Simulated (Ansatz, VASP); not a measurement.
One calculation of AgI, two programs

File INCAR:

```
PREC     = Accurate       # precision mode
ENCUT    = 500            # plane-wave cutoff, eV
EDIFF    = 1E-6           # SCF threshold, eV
ISMEAR   = 0              # smearing method
SIGMA    = 0.01           # smearing width, eV
LREAL    = F              # projectors in reciprocal space
LASPH    = T              # aspherical terms in the spheres
NELM     = 120            # most SCF steps
ALGO     = Normal         # electronic algorithm
ISIF     = 2              # what is computed and relaxed
LWAVE    = F              # write WAVECAR
LCHARG   = F              # write CHGCAR
GGA      = PE             # functional
NBANDS   = 26             # bands
GGA_COMPAT= F
```

The input KPOINTS:

```
Automatic mesh
0
Gamma
  6 6 4
```

The input POSCAR:

```
AgI
1.0
    4.6383014022      0.0000000000      0.0000000000
   -2.3191507011      4.0168868447      0.0000000000
    0.0000000000      0.0000000000      7.5862717366
Ag I
2 2
Direct
    0.3333333333      0.6666666667      0.0001083644
    0.6666666667      0.3333333333      0.5001083644
    0.3333333333      0.6666666667      0.3748916356
    0.6666666667      0.3333333333      0.8748916356
```

Input for Ansatz:

```yaml
crystal:
  lattice:
    - [4.6383014022, 0.0, 0.0]
    - [-2.3191507011, 4.0168868447, 0.0]
    - [0.0, 0.0, 7.5862717366]
  atoms:
    - { symbol: Ag, position: [0.3333333333, 0.6666666667, 0.0001083644] }
    - { symbol: Ag, position: [0.6666666667, 0.3333333333, 0.5001083644] }
    - { symbol: I, position: [0.3333333333, 0.6666666667, 0.3748916356] }
    - { symbol: I, position: [0.6666666667, 0.3333333333, 0.8748916356] }
kpoints:
  mp_grid: { grid: [6, 6, 4] }
hamiltonian:
  xc: pbe
scf:
  occupations: { method: fixed }
  n_extra_bands: 5
output:
  forces: true
  stress: true
  eigenvalues: true
```

Alike in both runs: task single point; functional PBE; k mesh 6 × 6 × 4; no spin polarisation.

|  | VASP | Ansatz |
| --- | --- | --- |
| version | VASP 6.6.1 | Ansatz 0.2.0 |
| potentials or method | VASP PAW PBE potentials, release 64 (Ag, I) | plane waves, PAW |
| plane-wave cutoff (eV) | 500 | 420 |
| occupations | gaussian, width 0.01 eV | fixed |
| valence electrons in the cell | 36 | 72 |

```csv
,VASP,Ansatz,Ansatz less VASP
gap on the k mesh at the Fermi level (eV),1.37,1.37,-0.003
pressure (GPa),0.8,0.8,+0.06
```

VASP's potentials hold 36 valence electrons a cell and Ansatz's 72, so a difference there can come from the potentials and not from the codes.

Neither program's run includes spin-orbit coupling.
